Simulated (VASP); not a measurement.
Write the native input for VASP 6.6.1 that does the following.

| Item | Value |
| --- | --- |
| Task | single point |
| Functional | PBE |
| Potentials or basis | VASP PAW PBE potentials, release 64 (Rh_pv) |
| Cutoff | 520 eV |
| k mesh | 22 × 22 × 22 |
| Occupations | gaussian, width 0.15 eV |
| Spin | no spin polarisation |
| Dipole correction | no |
| Further INCAR settings | ALGO = Fast; EDIFF = 1e-07; NBANDS = 14 |

The structure of Rh lies in POSCAR:

```
Rh
1.0
    0.0000000000      1.8064725000      1.9015500000
    1.8064725000      0.0000000000      1.9015500000
    1.8064725000      1.8064725000      0.0000000000
Rh
1
Direct
    0.0000000000      0.0000000000      0.0000000000
```

This cell differs from its parent crystal: strain -0.050 along x and y, +0.000 along z.

These files were run (other wordings do the same):

INCAR

```
SYSTEM = Rh
  PREC = Accurate
  ENCUT = 520
  EDIFF = 1E-7
  ISMEAR = 0
  SIGMA = 0.15
  LREAL = .False.
  LASPH = .True.
  NELM = 60
  ALGO = Fast
  ISIF = 2
  LWAVE = .False.
  LCHARG = .True.
  GGA = PE
  LELF = .True.
  LVHAR = .True.
  NBANDS = 14
```

KPOINTS

```
regular mesh
0
Gamma
  22 22 22
  0 0 0
```

Potentials or basis: VASP PAW PBE potentials, release 64 (Rh_pv).

Command:

```sh
$ cat potpaw_PBE.64/Rh_pv/POTCAR > POTCAR
$ mpirun -np 1 vasp_std > vasp.out
```

Results of the run:

The pressure is 44.4 GPa and the band gap on the k mesh is zero (an odd number of electrons rules out a gap without spin polarisation).

Caveat: the cell differs from its parent crystal (strain -0.050 along x and y, +0.000 along z); the cell stands under pressure.

It took 120 s on 1 thread of Intel(R) Xeon(R) Platinum 8375C CPU @ 2.90GHz (Ice Lake), with other jobs on the host, peak memory 0.24 GiB.
